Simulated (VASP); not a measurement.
Input of a VASP 6.6.1 run:

File INCAR:

```
SYSTEM = Mg
PREC = Accurate
ENCUT = 600
EDIFF = 1E-6
ISMEAR = 0
SIGMA = 0.1
LREAL = .FALSE.
LASPH = .TRUE.
NELM = 120
ALGO = Normal
ISIF = 2
LWAVE = .FALSE.
LCHARG = .FALSE.
GGA = PE
IVDW = 13
NBANDS = 7
GGA_COMPAT = .FALSE.
```

Contents of KPOINTS:

```
Automatic mesh
0
G
  6 6 5
  0 0 0
```

The input POSCAR:

```
Mg
1.0
    3.0502998005      0.0000000000      0.0000000000
   -1.5251499003      2.6416371164      0.0000000000
    0.0000000000      0.0000000000      3.0448375700
Mg
1
Direct
    0.0000000000      0.0000000000      0.0000000000
```

Potentials or basis: VASP PAW PBE potentials, release 64 (Mg).

Run with:

```bash
$ cat potpaw_PBE.64/Mg/POTCAR > POTCAR
$ mpirun -np 1 vasp_std > vasp.out
```

(1) Predict the dispersion energy per atom.

(2) Predict the band gap on the k mesh.

(3) Predict the pressure.

Results:

(1) -0.154 eV.

(2) zero (band 1 reaches 4.59 eV, above the bottom of band 2 at 1.11 eV).

(3) 0.5 GPa.

Caveat: the k points lie up to 0.41 Å⁻¹ apart; pairwise dispersion overbinds metals, which lowers pressure and volume.
